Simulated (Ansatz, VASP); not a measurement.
## CdS in VASP and in Ansatz

Contents of INCAR:

```
PREC     = Accurate       # precision mode
ENCUT    = 630            # plane-wave cutoff, eV
EDIFF    = 1E-6           # SCF threshold, eV
ISMEAR   = 0              # smearing method
SIGMA    = 0.01           # smearing width, eV
LREAL    = F              # projectors in reciprocal space
LASPH    = T              # aspherical terms in the spheres
NELM     = 120            # most SCF steps
ALGO     = Normal         # electronic algorithm
ISIF     = 2              # what is computed and relaxed
LWAVE    = F              # write WAVECAR
LCHARG   = F              # write CHGCAR
GGA      = PE             # functional
NBANDS   = 34             # bands
GGA_COMPAT= F
```

Contents of KPOINTS:

```
regular mesh
0
Gamma
  6 6 4
```

The input POSCAR:

```
CdS
1.0
    3.9530683032      0.0000000000      0.0000000000
   -1.9765341516      3.4234575735      0.0000000000
    0.0000000000      0.0000000000      6.6047265514
Cd S
2 2
Direct
    0.0000000000      0.0000000000      0.0000000000
    0.0000000000      0.0000000000      0.5000000000
    0.3333333333      0.6666666667      0.2500000000
    0.6666666667      0.3333333333      0.7500000000
```

Input for Ansatz:

```yaml
crystal:
  lattice:
    - [3.9530683032, 0.0, 0.0]
    - [-1.9765341516, 3.4234575735, 0.0]
    - [0.0, 0.0, 6.6047265514]
  atoms:
    - { symbol: Cd, position: [0.0, 0.0, 0.0] }
    - { symbol: Cd, position: [0.0, 0.0, 0.5] }
    - { symbol: S, position: [0.3333333333, 0.6666666667, 0.25] }
    - { symbol: S, position: [0.6666666667, 0.3333333333, 0.75] }
kpoints:
  mp_grid: { grid: [6, 6, 4] }
hamiltonian:
  xc: pbe
scf:
  occupations: { method: fixed }
  n_extra_bands: 5
output:
  forces: true
  stress: true
  eigenvalues: true
```

Alike in both runs: task single point; functional PBE; k mesh 6 × 6 × 4; no spin polarisation.

```csv
,VASP,Ansatz
version,VASP 6.6.1,Ansatz 0.2.0
potentials or method,"VASP PAW PBE potentials, release 64 (Cd_sv_GW, S)","plane waves, PAW"
plane-wave cutoff (eV),630,420
occupations,"gaussian, width 0.01 eV",fixed
valence electrons in the cell,52,52
```

Ansatz gave:

* gap on the k mesh at the Fermi level (eV): 0.30
* pressure (GPa): -3.6
* traceless stress, the component that is largest in VASP (GPa): -0.29

**Question.** Which values does VASP return?

**Answer.** gap on the k mesh at the Fermi level (eV): 0.30; pressure (GPa): -3.8; traceless stress, the component that is largest in VASP (GPa): -0.30.
